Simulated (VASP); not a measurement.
Ge:

```
Ge
1.0
     1.41553   -2.63474    0.00000
     1.41553    2.63474    0.00000
     0.00000    0.00000    2.73374
Ge
1
Direct
  0.50000 0.50000 0.00000
```

This cell differs from its parent crystal: volume scaled by 1.04.

Base run:

```yaml
Program: VASP 6.6.1
Functional: PBEsol
Potentials_or_basis: VASP PAW PBE potentials, release 64 (Ge_d)
Cutoff: 520 eV
k_mesh: 11 × 11 × 10
Occupations: fermi-dirac, width 0.05 eV
Spin: no spin polarisation
```

Its results: band gap on the k mesh zero (band 7 reaches 12.12 eV, above the bottom of band 8 at 3.39 eV); pressure -6.2 GPa.

**Question.** After a change of settings the same cell gave: band gap on the k mesh zero (band 7 reaches 12.47 eV, above the bottom of band 8 at 3.32 eV); pressure -5.4 GPa. Which change was it?
A. functional from PBEsol to LDA; potentials or basis from VASP PAW PBE potentials, release 64 (Ge_d) to VASP PAW LDA potentials, release 64 (Ge_d)
B. functional from PBEsol to PBE
C. functional from PBEsol to r2SCAN

**Answer.** C.

Caveats: the PAW data sets were made with another functional, which shifts forces and pressure a little.
